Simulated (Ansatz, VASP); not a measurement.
This is a calculation of Na for VASP 6.6.1.

The input INCAR:

```
SYSTEM = Na
PREC = Accurate
ENCUT = 520
EDIFF = 1E-6
ISMEAR = -1
SIGMA = 0.05
LREAL = .False.
LASPH = .True.
NELM = 60
ALGO = Fast
ISIF = 2
LWAVE = .False.
LCHARG = .True.
GGA = PE
LELF = .True.
LVHAR = .True.
NBANDS = 18
```

File KPOINTS:

```
Automatic mesh
0
Gamma
  8 8 3
  0 0 0
```

The input POSCAR:

```
Na
1.0
    3.1534487480     -1.8314604126      0.0000000000
    3.1534487480      1.8314604126      0.0000000000
   -2.1450637484      0.0000000000      9.2382836017
Na
3
Direct
    0.7775850000      0.7775850000      0.3333240000
    0.2224150000      0.2224150000      0.6666760000
    0.0000000000      0.0000000000      0.0000000000
```

Potentials or basis: VASP PAW PBE potentials, release 64 (Na_pv).

The run is started by

```console
$ cat potpaw_PBE.64/Na_pv/POTCAR > POTCAR
$ mpirun -np 1 vasp_std > vasp.out
```

Task: Set up the same calculation for Ansatz 0.2.0. Potentials there: Ansatz PAW.

Result: As run (the cutoff follows the program's own potentials):

Contents of input.yaml:

```yaml
crystal:
  lattice:
    - [3.153448748, -1.8314604126, 0.0]
    - [3.153448748, 1.8314604126, 0.0]
    - [-2.1450637484, 0.0, 9.2382836017]
  atoms:
    - { symbol: Na, position: [0.777585, 0.777585, 0.333324] }
    - { symbol: Na, position: [0.222415, 0.222415, 0.666676] }
    - { symbol: Na, position: [0.0, 0.0, 0.0] }
hamiltonian:
  xc: pbe
  pseudopotentials: { kind: paw }
kpoints:
  mp_grid: { grid: [8, 8, 3] }
scf:
  occupations: { method: fermi_dirac, width: 0.05 }
output:
  forces: true
  stress: true
  eigenvalues: true
```

Potentials or basis: Ansatz PAW.

Launch:

```bash
$ ansatz run input.yaml --threads 2 --pin off --max-ram 5120MiB --backend cpu --events-out ev --progress --plain --runs-dir out
```

Both were run:

|  | VASP | Ansatz | Ansatz less VASP |
| --- | --- | --- | --- |
| gap on the k mesh at the Fermi level (eV) | none | none | - |
| pressure (GPa) | 0.3 | 0.4 | +0.01 |
| traceless stress, the component that is largest in VASP (GPa) | -0.39 | -0.40 | -0.001 |

A gap of «none» marks a metal or a gap that the smearing closes. VASP's potentials hold 21 valence electrons a cell and Ansatz's 27, so a difference there can come from the potentials and not from the codes.
